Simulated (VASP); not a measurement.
Au, 1 atom in the cell. Symmetry: I4/mmm, No. 139, tetragonal system. Conventional cell: a = 3.182 Å, b = 3.182 Å, c = 3.315 Å, α = 90.00°, β = 90.00°, γ = 90.00°. Au (site symmetry 4/mmm) has 14 Au at 2.79 to 3.31 Å within 3.7 Å.  This cell differs from its parent crystal: strain -0.040 along x and y, +0.000 along z.

```yaml
Program: VASP 6.6.1
Task: single point
Functional: r2SCAN
Potentials_or_basis: VASP PAW PBE potentials, release 64 (Au)
Cutoff: 520 eV
k_mesh: 24 × 24 × 24
Occupations: gaussian, width 0.15 eV
Spin: no spin polarisation
Dipole_correction: no
Further_INCAR_settings: ALGO = Normal; EDIFF = 1e-06; NBANDS = 12
```

Potentials or basis: VASP PAW PBE potentials, release 64 (Au).

Command:

```console
$ cat potpaw_PBE.64/Au/POTCAR > POTCAR
$ cp INCAR.step1 INCAR
$ mpirun -np 1 vasp_std > vasp.out
$ cp INCAR.step2 INCAR
$ mpirun -np 1 vasp_std > vasp.out
```

Hardware: 1 thread of AMD EPYC 9R45 96-Core Processor (Zen 5) (shared host).

Estimate the wall time of this run.

It took 10 min on 1 thread of AMD EPYC 9R45 96-Core Processor (Zen 5) (shared host), peak memory 0.29 GiB. Counts: k points 1063.
